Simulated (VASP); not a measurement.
Input of a VASP 6.6.1 run:

The input INCAR:

```
SYSTEM = CsH3
PREC = Accurate
ENCUT = 520
EDIFF = 1E-6
ISMEAR = 0
SIGMA = 0.1
LREAL = .False.
LASPH = .True.
NELM = 100
ALGO = Normal
ISIF = 2
LWAVE = .False.
LCHARG = .False.
GGA = PE
NBANDS = 22
```

Contents of KPOINTS:

```
regular mesh
0
Gamma
  4 4 4
  0 0 0
```

The input POSCAR:

```
CsH3
1.0
   -4.2787618697     -0.0032537347      0.0017339914
   -2.1438510523     -2.0068955306      4.2145688191
   -2.1328513456      6.4458411417      4.4352672773
Cs H
2 6
Direct
    0.4985221165      0.7456079805      0.2538846623
    0.5193187719      0.2150723231      0.7429410533
    0.1460354141      0.2941164175      0.4189818564
    0.1278539026      0.7791640598      0.9548602658
    0.8499181426      0.2476387246      0.0708625978
    0.8931518514      0.6597023949      0.5446938172
    0.0288624888      0.4612365207      0.4785180837
    0.9363373120      1.0974615788      0.0352576634
```

Potentials or basis: VASP PAW PBE potentials, release 64 (Cs_sv, H).

Run with:

```sh
$ cat potpaw_PBE.64/Cs_sv/POTCAR potpaw_PBE.64/H/POTCAR > POTCAR
$ mpirun -np 1 vasp_std > vasp.out
```

Task: What does it give for the band gap on the k mesh?

Result: 2.51 eV, direct.

Task: Estimate the largest force.

Result: 0.025 eV/Å.

Task: Predict the pressure.

Result: 0.0 GPa.

Forces in eV/Å, atoms in the order of the input:
```
Cs   0.000 -0.003  0.000
Cs   0.002  0.007 -0.001
H    0.009  0.000 -0.021
H   -0.003  0.001 -0.005
H    0.007  0.005 -0.017
H   -0.003 -0.002  0.003
H   -0.008  0.000  0.019
H   -0.003 -0.008  0.023
```

Caveat: spin-orbit coupling is left out, which moves the levels of the heavy elements. A k mesh can miss the band edges.
